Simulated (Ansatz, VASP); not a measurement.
# Two plane-wave programs on ZrO2

POSCAR

```
ZrO2
1.0
    0.0000000000      2.4920255963      2.4920255963
    2.4920255963      0.0000000000      2.4920255963
    2.4920255963      2.4920255963      0.0000000000
Zr O
1 2
Direct
    0.0000000000      0.0000000000      0.0000000000
    0.2500000000      0.2500000000      0.2500000000
    0.7500000000      0.7500000000      0.7500000000
```

The input INCAR.step1:

```
  PREC = Accurate
  ENCUT = 660
  ISMEAR = 0
  SIGMA = 0.01
  LREAL = F
  LASPH = T
  NELM = 120
  NBANDS = 19
  GGA = PE
  ALGO = Normal
  EDIFF = 1E-5
  LWAVE = T
  LCHARG = F
  GGA_COMPAT = F
```

File INCAR.step2:

```
  PREC = Accurate
  ENCUT = 660
  EDIFF = 1E-6
  ISMEAR = 0
  SIGMA = 0.01
  LREAL = F
  LASPH = T
  NELM = 120
  ALGO = Normal
  ISIF = 2
  LWAVE = F
  LCHARG = T
  METAGGA = R2SCAN
  LMIXTAU = T
  LELF = T
  LVHAR = T
  NBANDS = 19
  ISTART = 1
  GGA_COMPAT = F
```

The input KPOINTS:

```
regular mesh
0
Gamma
  6 6 6
```

Input for Ansatz:

```yaml
crystal:
  lattice:
    - [0.0, 2.492025596266101, 2.492025596266101]
    - [2.492025596266101, 0.0, 2.492025596266101]
    - [2.492025596266101, 2.492025596266101, 0.0]
  atoms:
    - { symbol: Zr, position: [0.0, 0.0, 0.0] }
    - { symbol: O, position: [0.25, 0.25, 0.25] }
    - { symbol: O, position: [0.75, 0.75, 0.75] }
basis:
  ecutwfc: 600.0
kpoints:
  mp_grid:
    grid: [6, 6, 6]
hamiltonian:
  xc: r2scan
  pseudopotentials:
    kind: paw
scf:
  occupations:
    method: fixed
output:
  stress: true
```

Alike in both runs: task single point; functional r2SCAN; k mesh 6 × 6 × 6; no spin polarisation.

```csv
,VASP,Ansatz
version,VASP 6.6.1,Ansatz 0.2.0
potentials or method,"VASP PAW PBE potentials, release 64 (Zr_sv, O), cutoff 660 eV","plane waves, PAW"
occupations,"gaussian, width 0.01 eV",fixed
valence electrons in the cell,24,24
```

```tsv
	VASP	Ansatz	Ansatz less VASP
pressure (GPa)	18.5	18.3	-0.18
```

VASP's potentials were made for PBE, not for r2SCAN.
